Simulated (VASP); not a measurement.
Set up this calculation in VASP 6.6.1, as the native input.

```
Task                   : single point
Functional             : RPBE
Dispersion             : D3(BJ)
Potentials or basis    : VASP PAW PBE potentials, release 64 (Mn_pv, S)
Cutoff                 : 520 eV
k mesh                 : 9 × 9 × 9
Occupations            : fermi-dirac, width 0.05 eV
Spin                   : collinear spin, ferromagnetic start
Starting moments       : [4.0, 0.0] μB
Dipole correction      : no
Further INCAR settings : ALGO = Normal; EDIFF = 1e-06; NBANDS = 20
```

The structure of MnS lies in POSCAR:

```
MnS
1.0
    0.0000000000      2.5087500330      2.5087500330
    2.5087500330      0.0000000000      2.5087500330
    2.5087500330      2.5087500330      0.0000000000
Mn S
1 1
Direct
    0.0000000000      0.0000000000      0.0000000000
    0.5000000000      0.5000000000      0.5000000000
```

One way to write it, as run:

INCAR

```
SYSTEM = MnS
ALGO     = Normal         ! electronic algorithm
EDIFF    = 1E-6           ! SCF threshold, eV
ENCUT    = 520            ! plane-wave cutoff, eV
GGA      = RP             ! functional
ISIF     = 2              ! what is computed and relaxed
ISMEAR   = -1             ! smearing method
ISPIN    = 2              ! spin polarisation
IVDW     = 12             ! dispersion correction
LASPH    = .TRUE.         ! aspherical terms in the spheres
LCHARG   = .FALSE.        ! write CHGCAR
LMAXMIX  = 4              ! l up to which the mixer works
LORBIT   = 11             ! projections on sites
LREAL    = .FALSE.        ! projectors in reciprocal space
LWAVE    = .FALSE.        ! write WAVECAR
MAGMOM   = 4 0            ! initial moments
NBANDS   = 20             ! bands
NELM     = 150            ! most SCF steps
PREC     = Accurate       ! precision mode
SIGMA    = 0.05           ! smearing width, eV
```

KPOINTS

```
k-points
0
G
  9 9 9
  0 0 0
```

Potentials or basis: VASP PAW PBE potentials, release 64 (Mn_pv, S).

The run is started by

```sh
$ cat potpaw_PBE.64/Mn_pv/POTCAR potpaw_PBE.64/S/POTCAR > POTCAR
$ mpirun -np 1 vasp_std > vasp.out
```

It gave:

```json
{
  "Pressure": "-0.1 GPa",
  "Net moment": "4.43 μB per cell",
  "Site moments": "Mn +4.05; S +0.08 μB",
  "Valence electrons inside the program's atomic spheres": "Mn 11.41; S 3.77",
  "Dispersion energy per atom": "-1.986 eV"
}
```

Caveat: the dispersion term is far too large for a dense solid, which distorts pressure and volume; the PAW data sets were made with another functional, which shifts forces and pressure a little; a cell with one magnetic atom can't hold antiferromagnetic order, which such compounds often take.

It took 76 s on 1 thread of AMD EPYC 9755 128-Core Processor, on a shared host, peak memory 0.16 GiB.
